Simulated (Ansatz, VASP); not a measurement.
# Two plane-wave programs on TiAl3

```
CELL_PARAMETERS angstrom
-1.90777 1.90777 4.27700
1.90777 -1.90777 4.27700
1.90777 1.90777 -4.27700
ATOMIC_POSITIONS crystal
Ti 0.00000 0.00000 0.00000
Al 0.48831 0.48831 0.00000
Al 0.75000 0.25000 0.50000
Al 0.25000 0.75000 0.50000
```

Alike in both runs: task single point; functional PBEsol; k mesh 18 × 18 × 18; occupations gaussian, width 0.15 eV; no spin polarisation.

```csv
,VASP,Ansatz
version,VASP 6.6.1,Ansatz 0.2.0
potentials or method,"VASP PAW PBE potentials, release 64 (Ti_sv, Al), cutoff 520 eV","scalar-relativistic, plane waves, PAW"
valence electrons in the cell,21,21
```

|  | VASP | Ansatz | Ansatz less VASP |
| --- | --- | --- | --- |
| gap on the k mesh at the Fermi level (eV) | none | none | - |
| pressure (GPa) | 0.2 | 0.2 | -0.05 |
| rms of the force components (eV/Å) | 0.154 | 0.153 | -0.0009 |

VASP's potentials were made for PBE, not for PBEsol. Atom by atom the forces differ by 0.001 eV/Å (rms over components). A gap of «none» marks a metal or a gap that the smearing closes.
